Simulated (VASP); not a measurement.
# GaAs (F-43m) in VASP: single point with LDA

Aim: the single point of GaAs with LDA.

Everything below comes from runs of VASP 6.6.1. Logs are shortened: lines on timing, memory, paths and dates and some standing lists are left out, and cuts for length are marked.

## (1) The cell of the first run

Symmetry: F-43m, No. 216, cubic system. Conventional cell: a = 5.750 Å, b = 5.750 Å, c = 5.750 Å, α = 90.00°, β = 90.00°, γ = 90.00°. Ga (site symmetry -43m) has 4 As at 2.49 Å within 3.3 Å. As (site symmetry -43m) has 4 Ga at 2.49 Å within 3.3 Å.

## (2) Single point, LDA

File INCAR:

```
PREC = Accurate ; ENCUT = 520
EDIFF = 1E-6 ; ISMEAR = -1
SIGMA = 0.05 ; LREAL = F
LASPH = T ; NELM = 80
ALGO = Normal ; ISIF = 2
LWAVE = F ; LCHARG = F
NBANDS = 16
```

File KPOINTS:

```
regular mesh
0
Gamma
  10 10 10
```

File POSCAR:

```
GaAs
1.0
    0.0000000000      2.8750910496      2.8750910496
    2.8750910496      0.0000000000      2.8750910496
    2.8750910496      2.8750910496      0.0000000000
Ga As
1 1
Direct
    0.0000000000      0.0000000000      0.0000000000
    0.2500000000      0.2500000000      0.2500000000
```

Potentials or basis: VASP PAW LDA potentials, release 64 (Ga_d, As).

Launch:

```console
cat potpaw_LDA.64/Ga_d/POTCAR potpaw_LDA.64/As/POTCAR > POTCAR
mpirun -np 1 vasp_std > vasp.out
```

OUTCAR:

```text
PREC = Accurate
   ENCUT = 520
   EDIFF = 1E-6
   ISMEAR = -1
   LREAL = F
   LASPH = T
   NELM = 80
   ISIF = 2

 ion  position               nearest neighbor table
   1  0.000  0.000  0.000-   2 2.49   2 2.49   2 2.49   2 2.49
   2  0.250  0.250  0.250-   1 2.49   1 2.49   1 2.49   1 2.49

  LATTYP: Found a face centered cubic cell.
 ALAT       =     5.7501820992

  Lattice vectors:

 A1 = (   0.0000000000,   2.8750910496,   2.8750910496)
 A2 = (   2.8750910496,   0.0000000000,   2.8750910496)
 A3 = (   2.8750910496,   2.8750910496,   0.0000000000)

Analysis of symmetry for initial positions (statically):
=====================================================================
 Subroutine PRICEL returns:
 Original cell was already a primitive cell.

 Routine SETGRP: Setting up the symmetry group for a
 face centered cubic supercell.

 Subroutine GETGRP returns: Found 24 space group operations
 (whereof 24 operations were pure point group operations)
 out of a pool of 48 trial point group operations.

The static configuration has the point symmetry T_d .

Analysis of symmetry for dynamics (positions and initial velocities):
=====================================================================
 Subroutine PRICEL returns:
 Original cell was already a primitive cell.

 Routine SETGRP: Setting up the symmetry group for a
 face centered cubic supercell.

 Subroutine GETGRP returns: Found 24 space group operations
 (whereof 24 operations were pure point group operations)
 out of a pool of 48 trial point group operations.

The dynamic configuration has the point symmetry T_d .

 Subroutine INISYM returns: Found 24 space group operations
 (whereof 24 operations are pure point group operations),
 and found     1 'primitive' translations

----------------------------------------------------------------------------------------

                                     Primitive cell

  volume of cell :      47.5319

  direct lattice vectors                    reciprocal lattice vectors
     0.000000000  2.875091050  2.875091050    -0.173907536  0.173907536  0.173907536
     2.875091050  0.000000000  2.875091050     0.173907536 -0.173907536  0.173907536
     2.875091050  2.875091050  0.000000000     0.173907536  0.173907536 -0.173907536

  length of vectors
     4.065992755  4.065992755  4.065992755     0.301216688  0.301216688  0.301216688

  position of ions in fractional coordinates (direct lattice)
     0.000000000  0.000000000  0.000000000
     0.250000000  0.250000000  0.250000000

  ion indices of the primitive-cell ions
   primitive index   ion index
                 1           1
                 2           2

----------------------------------------------------------------------------------------

 KPOINTS: regular mesh

Automatic generation of k-mesh.
 Grid dimensions read from file:
 generate k-points for:   10   10   10

 Generating k-lattice:

  Cartesian coordinates                     Fractional coordinates (reciprocal lattice)
    -0.017390754  0.017390754  0.017390754     0.100000000  0.000000000  0.000000000
     0.017390754 -0.017390754  0.017390754     0.000000000  0.100000000  0.000000000
     0.017390754  0.017390754 -0.017390754     0.000000000  0.000000000  0.100000000

  Length of vectors
     0.030121669  0.030121669  0.030121669

  Shift w.r.t. Gamma in fractional coordinates (k-lattice)
     0.000000000  0.000000000  0.000000000

 Subroutine IBZKPT returns following result:
 ===========================================

 Found     47 irreducible k-points:

 Following reciprocal coordinates:
            Coordinates               Weight
  0.000000  0.000000  0.000000      1.000000
  0.100000  0.000000  0.000000      8.000000
  0.200000  0.000000  0.000000      8.000000
  0.300000  0.000000  0.000000      8.000000
  0.400000  0.000000  0.000000      8.000000
  0.500000  0.000000  0.000000      4.000000
[... 16 lines left out ...]
  0.300000  0.300000  0.000000      6.000000
  0.400000  0.300000  0.000000     24.000000
 [... further k-points ...]
   k-points           NKPTS =     47   k-points in BZ     NKDIM =     47   number of bands    NBANDS=     16
   number of dos      NEDOS =    301   number of ions     NIONS =      2
   total plane-waves  NPLWV =  27000
   dimension x,y,z NGX =    30 NGY =   30 NGZ =   30
   dimension x,y,z NGXF=    60 NGYF=   60 NGZF=   60
   ions per type =               1   1
   NGX,Y,Z   is equivalent  to a cutoff of  12.27, 12.27, 12.27 a.u.
   NGXF,Y,Z  is equivalent  to a cutoff of  24.53, 24.53, 24.53 a.u.
 SYSTEM =  unknown system
   PREC   = accura    normal or accurate (medium, high low for compatibility)
   ISTART =      0    job   : 0-new  1-cont  2-samecut
   ICHARG =      2    charge: 1-file 2-atom 10-const
   ISPIN  =      1    spin polarized calculation?
   LNONCOLLINEAR =      F non collinear calculations
   LSORBIT =      F    spin-orbit coupling
   LASPH  =      T    aspherical Exc in radial PAW
   ENCUT  =  520.0 eV  38.22 Ry    6.18 a.u.   7.56  7.56  7.56*2*pi/ulx,y,z
   NELM   =     80;   NELMIN=  2; NELMDL= -5     # of ELM steps
   EDIFF  = 0.1E-05   stopping-criterion for ELM
   LREAL  =      F    real-space projection
   EDIFFG = 0.1E-04   stopping-criterion for IOM
   NSW    =      0    number of steps for IOM
   IBRION =     -1    ionic relax: 0-MD 1-quasi-New 2-CG
   NFREE  =      0    steps in history (QN), initial steepest desc. (CG)
   ISIF   =      2    stress and relaxation
   ISYM   =      2    0-nonsym 1-usesym 2-fastsym
   POTIM  = 0.5000    time-step for ionic-motion
   TEBEG  =    0.0;   TEEND  =   0.0 temperature during run
   PSTRESS=    0.0 pullay stress
   NELECT =      18.0000    total number of electrons
   NUPDOWN=      -1.0000    fix difference up-down
   EMIN   =  10.00;   EMAX   =-10.00  energy-range for DOS
   EFERMI =   0.00;   METHOD = LEGACY
   ISMEAR =    -1;   SIGMA  =   0.05  broadening in eV -4-tet -1-fermi 0-gaus
   EFERMI_NEDOS =   21; number of points for ismear=-14 and -15
   IALGO  =     38    algorithm
   IMIX   =      4    mixing-type and parameters
     AMIX     =   0.40;   BMIX     =  1.00
     AMIX_MAG =   1.60;   BMIX_MAG =  1.00
  volume/ion in A,a.u.               =      23.77       160.38
  Fermi-wavevector in a.u.,A,eV,Ry     =   1.184415  2.238221 19.086796  1.402840
  Thomas-Fermi vector in A             =   2.320630
   LORBIT       =      0    0 simple, 1 ext, 2 COOP (PROOUT), +10 PAW based schemes
   GGA     = CA    functional components
   LHFCALC =     F    Hartree Fock is set to
   AEXX    =    0.0000 exact exchange contribution
   IVDW    =     0    specifies the selected vdW correction
   LEPSILON=     F    determine dielectric tensor
   LRPA    =     F    only Hartree local field effects (RPA)
 non-spin polarized calculation
  energy-cutoff  :      520.00
  volume of cell :       47.53
 maximum number of plane-waves:      1298
   NGX = 15   NGY = 15   NGZ = 15

 number of electron      17.9999988 magnetization

 Free energy of the ion-electron system (eV)
  ---------------------------------------------------
  ext. energy  EPLUGINS =         0.00000000
  ---------------------------------------------------
  free energy    TOTEN  =        -9.58979221 eV

  energy without entropy =       -9.58943788  energy(sigma->0) =       -9.58961504

 E-fermi :   3.3998     XC(G=0):  -9.6908

 val. band max:        3.3289903549   @ k =   0.0000   0.0000   0.0000
 cond. band min:       4.0551562716   @ k =   0.5000   0.0000   0.0000
 fundamental gap:      0.7261659168
 Fermi energy:         3.3998019743

 k-point     1 :       0.0000    0.0000    0.0000
  band No.  band energies     occupation
      1     -11.5126      2.00000
      2     -11.5126      2.00000
      3     -11.5126      2.00000
      4     -11.4459      2.00000
      5     -11.4459      2.00000
      6      -9.0839      2.00000
[... 8 lines left out ...]
     15      13.3691      0.00000
     16      13.3691      0.00000

 k-point     2 :       0.1000    0.0000    0.0000
  band No.  band energies     occupation
      1     -11.5191      2.00000
      2     -11.5106      2.00000
      3     -11.5106      2.00000
      4     -11.4460      2.00000
      5     -11.4460      2.00000
      6      -8.9753      2.00000
[... 8 lines left out ...]
     15      12.6914      0.00000
     16      12.6914      0.00000

 k-point     3 :       0.2000    0.0000    0.0000
  band No.  band energies     occupation
      1     -11.5356      2.00000
      2     -11.5059      2.00000
      3     -11.5059      2.00000
      4     -11.4459      2.00000
      5     -11.4459      2.00000
      6      -8.6633      2.00000
[... 8 lines left out ...]
     15      12.2022      0.00000
     16      12.2022      0.00000

 k-point     4 :       0.3000    0.0000    0.0000
  band No.  band energies     occupation
      1     -11.5546      2.00000
      2     -11.5008      2.00000
      3     -11.5008      2.00000
      4     -11.4450      2.00000
      5     -11.4450      2.00000
      6      -8.1980      2.00000
[... 8 lines left out ...]
     15      12.5365      0.00000
     16      12.5365      0.00000
[... 324 lines left out ...]
 k-point    22 :      -0.2000    0.2000    0.0000
  band No.  band energies     occupation
      1     -11.5603      2.00000
      2     -11.4981      2.00000
      3     -11.4965      2.00000
      4     -11.4483      2.00000
      5     -11.4441      2.00000
      6      -8.0367      2.00000
[... 8 lines left out ...]
     15      13.5291      0.00000
     16      14.2376      0.00000

 k-point    23 :       0.3000    0.3000    0.0000
  band No.  band energies     occupation
      1     -11.5758      2.00000
      2     -11.4865      2.00000
      3     -11.4865      2.00000
      4     -11.4584      2.00000
      5     -11.4389      2.00000
      6      -7.8853      2.00000
[... 8 lines left out ...]
     15      14.7707      0.00000
     16      15.2381      0.00000

 k-point    24 :       0.4000    0.3000    0.0000
  band No.  band energies     occupation
      1     -11.5859      2.00000
      2     -11.4827      2.00000
      3     -11.4816      2.00000
      4     -11.4600      2.00000
      5     -11.4379      2.00000
      6      -7.4843      2.00000
[... 8 lines left out ...]
     15      15.4126      0.00000
     16      15.6250      0.00000

 [... further k-points ...]

------------------------ aborting loop because EDIFF is reached ----------------------------------------

  FORCE on cell =-STRESS in cart. coord.  units (eV):
  Direction    XX          YY          ZZ          XY          YZ          ZX
  --------------------------------------------------------------------------------------
  -------------------------------------------------------------------------------------
  Total       -1.3521075     -1.3521075     -1.3521075      0.0000000      0.0000000      0.0000000
  in kB      -45.5760846    -45.5760846    -45.5760846      0.0000000      0.0000000      0.0000000
  external PRESSURE =     -45.5760846 kB  Pullay stress =       0.0000000 kB

 VOLUME and BASIS-vectors are now :
 -----------------------------------------------------------------------------
  energy-cutoff  :      520.00
  volume of cell :       47.53
      direct lattice vectors                 reciprocal lattice vectors
     0.000000000  2.875091050  2.875091050    -0.173907536  0.173907536  0.173907536
     2.875091050  0.000000000  2.875091050     0.173907536 -0.173907536  0.173907536
     2.875091050  2.875091050  0.000000000     0.173907536  0.173907536 -0.173907536

 POSITION                                       TOTAL-FORCE (eV/Angst)
 -----------------------------------------------------------------------------------
      0.00000      0.00000      0.00000        -0.000000     -0.000000     -0.000000
      1.43755      1.43755      1.43755         0.000000      0.000000      0.000000
 -----------------------------------------------------------------------------------
    total drift:                                0.000000      0.000000      0.000000

  FREE ENERGIE OF THE ION-ELECTRON SYSTEM (eV)
  ---------------------------------------------------
  free  energy   TOTEN  =        -9.5897922087 eV

  energy  without entropy=       -9.5894378780  energy(sigma->0) =       -9.58961504
```

It took 14 s on 1 thread of Intel Xeon Platinum 8559C (Emerald Rapids), shared host; peak memory 0.16 GiB.

Results:

* Free energy: -9.5898 eV
* Pressure: -4.6 GPa
* Band gap on the k mesh: zero (filled and empty bands touch)
